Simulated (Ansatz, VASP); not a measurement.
# MoS2: VASP beside Ansatz

POSCAR

```
MoS2
1.0
    1.6049590000      2.7798690000      0.0000000000
   -1.6049590000      2.7798690000      0.0000000000
    0.0000000000      0.0000000000     12.6176010000
Mo S
2 4
Direct
    0.3333300000      0.3333400000      0.2500000000
    0.6666700000      0.6666600000      0.7500000000
    0.3333300000      0.3333400000      0.6200000000
    0.6666700000      0.6666600000      0.1200000000
    0.3333300000      0.3333400000      0.8800000000
    0.6666700000      0.6666600000      0.3800000000
```

INCAR.step1

```
SYSTEM = MoS2
PREC = Accurate ; ENCUT = 520
ISMEAR = -1 ; SIGMA = 0.0155
LREAL = .False. ; LASPH = .True.
NELM = 100 ; NBANDS = 35
GGA = PE ; ALGO = Normal
EDIFF = 1E-4 ; LWAVE = .True.
LCHARG = .False.
```

Contents of INCAR.step2:

```
SYSTEM = MoS2
PREC = Accurate ; ENCUT = 520
EDIFF = 1E-7 ; ISMEAR = -1
SIGMA = 0.0155 ; LREAL = .False.
LASPH = .True. ; NELM = 100
ALGO = Normal ; ISIF = 2
LWAVE = .False. ; LCHARG = .False.
METAGGA = R2SCAN ; LMIXTAU = .True.
NBANDS = 35 ; ISTART = 1
```

KPOINTS

```
Automatic mesh
0
Gamma
  9 9 2
  0 0 0
```

Input for Ansatz:

```yaml
crystal:
  lattice:
    - [1.604959, 2.779869, 0.0]
    - [-1.604959, 2.779869, 0.0]
    - [0.0, 0.0, 12.617601]
  atoms:
    - { symbol: Mo, position: [0.33333, 0.33334, 0.25] }
    - { symbol: Mo, position: [0.66667, 0.66666, 0.75] }
    - { symbol: S, position: [0.33333, 0.33334, 0.62] }
    - { symbol: S, position: [0.66667, 0.66666, 0.12] }
    - { symbol: S, position: [0.33333, 0.33334, 0.88] }
    - { symbol: S, position: [0.66667, 0.66666, 0.38] }
  symmetry: { tolerance: 0.0003 }
kpoints:
  mp_grid: { grid: [9, 9, 2], shift: [0, 0, 0] }
  band_path:
    path:
      - [0.0, 0.0, 0.0]
      - [0.5, 0.0, 0.0]
      - [0.66666667, 0.33333333, 0.0]
      - [0.0, 0.0, 0.0]
      - [0.0, 0.0, 0.5]
      - [0.5, 0.0, 0.5]
      - [0.66666667, 0.33333333, 0.5]
      - [0.0, 0.0, 0.5]
      - [0.5, 0.0, 0.5]
      - [0.5, 0.0, 0.0]
      - [0.66666667, 0.33333333, 0.5]
    npoints: 6
magnetization:
  spin_polarized: false
scf:
  occupations: { method: fermi_dirac, width: 0.0155 }
  lower_state_search: "off"
  max_iter: 200
hamiltonian:
  pseudopotentials: { kind: paw }
  xc: r2scan
basis:
  ecutwfc: 500
  fft_grid_basis: typed
output:
  forces: true
  stress: true
  eigenvalues: true
  bader: true
  populations: true
  elf: true
  write_potential: true
  volumetric_format: npy
  dos:
    e_range: [-12, 8]
    de: 0.05
    projected: { site_lists: { Mo: [Mo], S: [S] } }
checkpoint:
  read: saved_state
```

Alike in both runs: task single point; functional r2SCAN; k mesh 9 × 9 × 2; occupations fermi-dirac, width 0.0155 eV; no spin polarisation.

|  | VASP | Ansatz |
| --- | --- | --- |
| version | VASP 6.6.1 | Ansatz 0.2.0 |
| potentials or method | VASP PAW PBE potentials, release 64 (Mo_sv, S), cutoff 520 eV | PAW plane waves |
| valence electrons in the cell | 52 | 52 |

Ansatz gave:

```
gap on the k mesh at the Fermi level (eV)                     : 1.09
pressure (GPa)                                                : -9.1
traceless stress, the component that is largest in VASP (GPa) : -5.22
rms of the force components (eV/Å)                            : 0.813
```

Q: What did VASP give for the same quantities?

A: gap on the k mesh at the Fermi level (eV): 1.10; pressure (GPa): -9.1; traceless stress, the component that is largest in VASP (GPa): -5.25; rms of the force components (eV/Å): 0.810.

VASP's potentials were made for PBE, not for r2SCAN. Atom by atom the forces differ by 0.003 eV/Å (rms over components). Ansatz's warnings: structure snapped to symmetry.
